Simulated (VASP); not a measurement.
BaTiO3, 5 atoms in the cell. It takes space group P4mm (No. 99, tetragonal). Conventional cell: a = 4.000 Å, b = 4.000 Å, c = 4.139 Å, α = 90.00°, β = 90.00°, γ = 90.00°. Ba (site symmetry 4mm) has 12 O at 2.83 to 2.92 Å and 8 Ti at 3.46 to 3.55 Å within 3.7 Å. Ti (site symmetry 4mm) has 6 O at 1.93 to 2.21 Å within 2.6 Å. Within 2.6 Å of O (site symmetry 4mm) lie 2 Ti at 1.93 to 2.21 Å. Within 2.7 Å of O (site symmetry 2mm) lie 2 Ti at 2.00 Å.  This cell differs from its parent crystal: zz strain of +3 %.

* Program: VASP 6.6.1
* Task: electric field gradients
* Functional: PBE
* Potentials or basis: VASP PAW PBE potentials, release 64 (Ba_sv, Ti_sv, O)
* Cutoff: 520 eV
* k mesh: 7 × 7 × 7
* Occupations: fermi-dirac, width 0.08 eV
* Spin: no spin polarisation
* Dipole correction: no
* Further INCAR settings: ALGO = Normal; EDIFF = 1e-08; NBANDS = 28

Potentials or basis: VASP PAW PBE potentials, release 64 (Ba_sv, Ti_sv, O).

The run is started by

```sh
$ cat potpaw_PBE.64/Ba_sv/POTCAR potpaw_PBE.64/Ti_sv/POTCAR potpaw_PBE.64/O/POTCAR > POTCAR
$ mpirun -np 1 vasp_std > vasp.out
```

Hardware: 1 thread of Intel Xeon 8259CL, with other jobs on the host.

Question: Estimate the wall time of this run.

Answer: It took 2.5 min on 1 thread of Intel Xeon 8259CL (shared host), peak memory 0.23 GiB. Counts: scf iterations 20, k points 40.
